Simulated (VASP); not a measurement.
# BW3 (Pm-3m) in VASP: notebook, part 3 of 3

VASP 6.6.1. Earlier steps stand in the parts before.

## Step 4: Relaxation of cell and atoms, PBE

Input file INCAR:

```
SYSTEM = BW3
PREC = Accurate ; ENCUT = 600
EDIFF = 1E-6 ; ISMEAR = 0
SIGMA = 0.1 ; LREAL = .False.
LASPH = .True. ; NELM = 60
ALGO = Fast ; ISIF = 3
LWAVE = .False. ; LCHARG = .False.
GGA = PE ; IBRION = 2
NSW = 90 ; EDIFFG = -0.04
```

Input file KPOINTS:

```
regular mesh
0
Gamma
  4 4 4
  0 0 0
```

Input file POSCAR:

```
BW3
1.0
    3.9758033600      0.0000000000      0.0000000000
    0.0000000000      3.9758033600      0.0000000000
    0.0000000000      0.0000000000      3.9758033600
B W
1 3
Direct
    0.0000000000      0.0000000000      0.0000000000
    0.5000000000      0.0000000000      0.0000000000
    0.0000000000      0.5000000000      0.0000000000
    0.0000000000      0.0000000000      0.5000000000
```

Potentials or basis: VASP PAW PBE potentials, release 64 (B, W_sv).

Command:

```console
$ cat potpaw_PBE.64/B/POTCAR potpaw_PBE.64/W_sv/POTCAR > POTCAR
$ mpirun -np 1 vasp_std > vasp.out
```

OUTCAR:

```text
SYSTEM = BW3
   PREC = Accurate
   ENCUT = 600
   EDIFF = 1E-6
   ISMEAR = 0
   LREAL = .False.
   LASPH = .True.
   NELM = 60
   ISIF = 3
   GGA = PE
   IBRION = 2
   NSW = 90
   EDIFFG = -0.04

 ion  position               nearest neighbor table
   1  0.000  0.000  0.000-   2 1.99   3 1.99   4 1.99   4 1.99   3 1.99   2 1.99
   2  0.500  0.000  0.000-   1 1.99   1 1.99   4 2.81   4 2.81   3 2.81   3 2.81   3 2.81   4 2.81
                             4 2.81   3 2.81
   3  0.000  0.500  0.000-   1 1.99   1 1.99   4 2.81   4 2.81   2 2.81   2 2.81   4 2.81   4 2.81
                             2 2.81   2 2.81
   4  0.000  0.000  0.500-   1 1.99   1 1.99   3 2.81   2 2.81   2 2.81   3 2.81   3 2.81   3 2.81
                             2 2.81   2 2.81

  LATTYP: Found a simple cubic cell.
 ALAT       =     3.9758033600

  Lattice vectors:

 A1 = (   3.9758033600,   0.0000000000,   0.0000000000)
 A2 = (   0.0000000000,   3.9758033600,   0.0000000000)
 A3 = (   0.0000000000,   0.0000000000,   3.9758033600)

Analysis of symmetry for initial positions (statically):
[... 210 lines left out ...]
 Fermi energy:         3.8302510852

 k-point     1 :       0.0000    0.0000    0.0000
  band No.  band energies     occupation
      1     -70.6803      2.00000
      2     -70.6656      2.00000
      3     -70.6656      2.00000
      4     -34.8381      2.00000
      5     -34.8381      2.00000
      6     -34.8381      2.00000
[... 402 lines left out ...]
--------------------------------------- Ionic step        5  -------------------------------------------

 number of electron      45.0000010 magnetization

 Free energy of the ion-electron system (eV)
  ---------------------------------------------------
  ext. energy  EPLUGINS =         0.00000000
  ---------------------------------------------------
  free energy    TOTEN  =       -40.30291773 eV

  energy without entropy =      -40.29518616  energy(sigma->0) =      -40.29905194

 E-fermi :   6.8788     XC(G=0): -11.5817

 val. band max:        6.7501379817   @ k =   0.5000   0.2500   0.0000
 cond. band min:       6.9413488948   @ k =   0.5000   0.0000   0.0000
 fundamental gap:      0.1912109131
 Fermi energy:         6.8788247856

 k-point     1 :       0.0000    0.0000    0.0000
  band No.  band energies     occupation
      1     -67.2123      2.00000
      2     -67.1401      2.00000
      3     -67.1401      2.00000
      4     -31.7119      2.00000
      5     -31.7119      2.00000
      6     -31.7119      2.00000
[... 320 lines left out ...]
  FREE ENERGIE OF THE ION-ELECTRON SYSTEM (eV)
  ---------------------------------------------------
  free  energy   TOTEN  =       -40.3029177250 eV

  energy  without entropy=      -40.2951861614  energy(sigma->0) =      -40.29905194

 reached required accuracy - stopping structural energy minimisation
```

OSZICAR:

```text
N       E                     dE             d eps       ncg     rms          rms(c)
DAV:   1     0.570311818889E+03    0.57031E+03   -0.29543E+04   540   0.206E+03
DAV:   2    -0.170290339374E+02   -0.58734E+03   -0.57842E+03   568   0.593E+02
DAV:   3    -0.460040068113E+02   -0.28975E+02   -0.27736E+02   665   0.121E+02
[... 81 lines left out ...]
RMM:   4    -0.403030026615E+02   -0.11828E-03   -0.71275E-04   557   0.175E-01    0.150E-01
RMM:   5    -0.403029120661E+02    0.90595E-04   -0.32724E-04   565   0.132E-01    0.230E-02
RMM:   6    -0.403029194003E+02   -0.73342E-05   -0.11230E-04   611   0.615E-02    0.257E-02
RMM:   7    -0.403029178038E+02    0.15965E-05   -0.16421E-05   558   0.310E-02    0.487E-03
RMM:   8    -0.403029177250E+02    0.78787E-07   -0.39796E-06   389   0.149E-02
   5 F= -.40302918E+02 E0= -.40299052E+02  d E =-.898804E+00
```

Run time: 1.8 min. Hardware: 1 thread of Intel Xeon Platinum 8259CL at 2.50GHz (Skylake/Cascade Lake), shared host; peak memory 0.19 GiB.

What came out:

- Free energy: -40.3029 eV
- Relaxed volume: 18.01 Å³/atom
- Relaxed cell: a = 4.161 Å, b = 4.161 Å, c = 4.161 Å, α = 90.00°, β = 90.00°, γ = 90.00°
- Space group after relaxing (to 0.05 Å): Pm-3m (No. 221)
- Energy gained by relaxing: 224.7 meV/atom
- Ionic steps: 5
- Pressure after relaxing: 0.1 GPa

Step by step:
```
step  energy change (eV)  largest force (eV/Å)  pressure (GPa)  volume (Å³)
   1              0.0000                0.0000           34.95        62.85
   2              2.6429                0.0000          -30.96        99.46
   3             -0.8885                0.0000           -2.85        73.19
   4             -0.8985                0.0000           -0.44        72.25
   5             -0.8988                0.0000            0.07        72.06
```

Final structure:
```yaml
crystal:
  lattice:
    - [4.16126, 0.00000, 0.00000]
    - [0.00000, 4.16126, 0.00000]
    - [0.00000, 0.00000, 4.16126]
  atoms:
    - { symbol: B, position: [0.00000, 0.00000, 0.00000] }
    - { symbol: W, position: [0.50000, 0.00000, 0.00000] }
    - { symbol: W, position: [0.00000, 0.50000, 0.00000] }
    - { symbol: W, position: [0.00000, 0.00000, 0.50000] }
```

Levels at points of the mesh, in eV from the Fermi level:
| k point | band 20 | band 21 | band 22 | band 23 | band 24 | band 25 |
| --- | --- | --- | --- | --- | --- | --- |
| (0.00, 0.00, 0.00) | -0.34 | -0.34 | -0.34 | 1.33 | 1.33 | 1.33 |
| (0.50, 0.00, 0.00) | -1.87 | -1.87 | -1.05 | 0.06 | 0.52 | 1.37 |
| (0.50, 0.50, 0.00) | -1.35 | -0.97 | -0.97 | -0.53 | -0.53 | 0.65 |
| (0.50, 0.50, 0.50) | -0.85 | -0.46 | -0.46 | -0.46 | 1.42 | 1.42 |

Caveat: the k points lie up to 0.38 Å⁻¹ apart in the final cell; spin-orbit coupling is left out, which moves the levels of the heavy elements.

## Step 5: Single point, PBE

This run uses another cell than the first one, of 18.00 Å³/atom, 1.146 times its volume.

Input file INCAR:

```
PREC = Accurate
ENCUT = 520
EDIFF = 1E-7
ISMEAR = 0
SIGMA = 0.1
LREAL = F
LASPH = T
NELM = 100
ALGO = Fast
ISIF = 2
LWAVE = F
LCHARG = F
GGA = PE
NBANDS = 30
```

Input file KPOINTS:

```
Automatic mesh
0
Gamma
  12 12 12
```

Input file POSCAR:

```
BW3
1.0
    4.1602503733      0.0000000000      0.0000000000
    0.0000000000      4.1602503733      0.0000000000
    0.0000000000      0.0000000000      4.1602503733
B W
1 3
Direct
    0.0000000000      0.0000000000      0.0000000000
    0.5000000000      0.0000000000      0.0000000000
    0.0000000000      0.5000000000      0.0000000000
    0.0000000000      0.0000000000      0.5000000000
```

Command:

```console
$ cat potpaw_PBE.64/B/POTCAR potpaw_PBE.64/W_sv/POTCAR > POTCAR
$ mpirun -np 1 vasp_std > vasp.out
```

Run time: 2.2 min. Hardware: 1 thread of Intel Xeon Platinum 8259CL at 2.50GHz (Skylake/Cascade Lake), shared host; peak memory 0.27 GiB.

It converged, with:

```yaml
Free_energy: -40.3050 eV
Pressure: 0.3 GPa
```

Levels at points of the mesh, in eV from the Fermi level:
```
           k point  band 19  band 20  band 21  band 22  band 23  band 24  band 25  band 26
(0.00, 0.00, 0.00)    -2.90    -0.26    -0.26    -0.26     1.37     1.37     1.37     2.08
(0.50, 0.00, 0.00)    -2.66    -1.82    -1.82    -1.01     0.10     0.55     1.42     1.45
(0.50, 0.50, 0.00)    -1.72    -1.32    -0.91    -0.91    -0.49    -0.49     0.70     0.77
(0.50, 0.50, 0.50)    -0.81    -0.81    -0.40    -0.40    -0.40     1.47     1.47     1.47
```

Caveat: spin-orbit coupling is left out, which moves the levels of the heavy elements.

## Step 6: Relaxation of cell and atoms, PBE

This run uses another cell than the first one, of 18.01 Å³/atom, 1.147 times its volume.

Input file INCAR:

```
SYSTEM = BW3
ALGO = Fast ; EDIFF = 1E-6
EDIFFG = -0.01 ; ENCUT = 600
GGA = PE ; IBRION = 2
ISIF = 3 ; ISMEAR = 0
LASPH = .TRUE. ; LCHARG = .FALSE.
LREAL = .FALSE. ; LWAVE = .FALSE.
NELM = 80 ; NSW = 100
PREC = Accurate ; SIGMA = 0.1
```

Input file KPOINTS:

```
k-points
0
G
  12 12 12
  0 0 0
```

Input file POSCAR:

```
BW3
1.0
    4.1612043623      0.0000000000      0.0000000000
    0.0000000000      4.1612043623      0.0000000000
    0.0000000000      0.0000000000      4.1612043623
B W
1 3
Direct
    0.0000000000      0.0000000000      0.0000000000
    0.5000000000      0.0000000000      0.0000000000
    0.0000000000      0.5000000000      0.0000000000
    0.0000000000      0.0000000000      0.5000000000
```

Potentials or basis: VASP PAW PBE potentials, release 64 (B, W_sv).

Command:

```console
$ cat potpaw_PBE.64/B/POTCAR potpaw_PBE.64/W_sv/POTCAR > POTCAR
$ mpirun -np 1 vasp_std > vasp.out
```

It took 7.6 min on 1 thread of Intel Xeon Platinum 8259CL at 2.50GHz (Skylake/Cascade Lake), shared host; peak memory 0.33 GiB.

It converged, with:

- Free energy: -40.3064 eV
- Relaxed volume: 18.03 Å³/atom
- Relaxed cell: a = 4.163 Å, b = 4.163 Å, c = 4.163 Å, α = 90.00°, β = 90.00°, γ = 90.00°
- Space group after relaxing (to 0.05 Å): Pm-3m (No. 221)
- Energy gained by relaxing: 0.0 meV/atom
- Ionic steps: 3
- Pressure after relaxing: 0.0 GPa

Final structure:
```
B W
1.0
     4.16259    0.00000    0.00000
     0.00000    4.16259    0.00000
     0.00000    0.00000    4.16259
B W
1 3
Direct
  0.00000 0.00000 0.00000
  0.50000 0.00000 0.00000
  0.00000 0.50000 0.00000
  0.00000 0.00000 0.50000
```

Levels at points of the mesh, in eV from the Fermi level:
| k point | band 18 | band 19 | band 20 | band 21 | band 22 | band 23 | band 24 | band 25 | band 26 | band 27 |
| --- | --- | --- | --- | --- | --- | --- | --- | --- | --- | --- |
| (0.00, 0.00, 0.00) | -2.89 | -2.89 | -0.26 | -0.26 | -0.26 | 1.36 | 1.36 | 1.36 | 2.08 | 2.08 |
| (0.50, 0.00, 0.00) | -2.69 | -2.66 | -1.81 | -1.81 | -1.01 | 0.10 | 0.55 | 1.41 | 1.44 | 1.44 |
| (0.50, 0.50, 0.00) | -1.71 | -1.71 | -1.31 | -0.91 | -0.91 | -0.49 | -0.49 | 0.70 | 0.76 | 1.63 |
| (0.50, 0.50, 0.50) | -0.80 | -0.80 | -0.80 | -0.40 | -0.40 | -0.40 | 1.47 | 1.47 | 1.47 | 2.22 |

Caveat: spin-orbit coupling is left out, which moves the levels of the heavy elements.

## Step 7: Summary

| task | cell | k mesh | cutoff (eV) | gap on the mesh (eV) | pressure (GPa) | relaxed volume (Å³/atom) |
| --- | --- | --- | --- | --- | --- | --- |
| single point | a = 3.976 Å, 4 atoms | 4 × 4 × 4 | 520 | none | 34.9 | - |
| single point | a = 4.161 Å, 4 atoms | 4 × 4 × 4 | 520 | none | 0.0 | - |
| relaxation of cell and atoms | relaxed from a = 3.976 Å, 4 atoms | 4 × 4 × 4 | 600 | none | 0.1 | 18.01 |
| single point | a = 4.160 Å, 4 atoms | 12 × 12 × 12 | 520 | none | 0.3 | - |
| relaxation of cell and atoms | relaxed from a = 4.161 Å, 4 atoms | 12 × 12 × 12 | 600 | none | 0.0 | 18.03 |

Alike in all rows: level PBE; potentials or basis VASP PAW PBE potentials, release 64 (B, W_sv); no spin polarisation; smearing gaussian 0.1 eV.

Caveats: some runs use coarse meshes; spin-orbit coupling is left out, which moves the levels of the heavy elements.

Absolute energies hang on the potentials; compare differences alone.
